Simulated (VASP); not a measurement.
Runs of VASP 6.6.1 on HfSi3. The structure is that of space group Fm-3m (No. 225), or close to it. The cells are those of the table. 

```tsv
task	cell	k mesh	cutoff (eV)	gap on the mesh (eV)	pressure (GPa)	relaxed volume (Å³/atom)
single point	a = 4.582 Å, angles 60.0°, 4 atoms	4 × 4 × 4	520	none	-0.5	-
single point	a = 4.799 Å, angles 60.0°, 4 atoms	4 × 4 × 4	520	none	(b)	-
relaxation of cell and atoms	relaxed from a = 4.582 Å, angles 60.0°, 4 atoms	12 × 12 × 12	600	none	0.0	16.79
single point	a = 4.566 Å, angles 60.0°, 4 atoms	12 × 12 × 12	520	none	-0.2	-
relaxation of cell and atoms	relaxed from a = 4.799 Å, angles 60.0°, 4 atoms	4 × 4 × 4	600	none	0.1	(a)
```

Alike in all rows: level PBE; potentials or basis VASP PAW PBE potentials, release 64 (Hf_pv, Si); no spin polarisation; smearing gaussian 0.1 eV.

**Question.** Fill in the values left out.

**Answer.** (a) 16.92; (b) -10.1.

Caveats: some runs use coarse meshes; spin-orbit coupling is left out, which moves the levels of the heavy elements.

A k mesh can miss the band edges, and the runs leave out spin-orbit coupling on Hf.

A gap of «none» marks levels without a gap at the run's occupations.
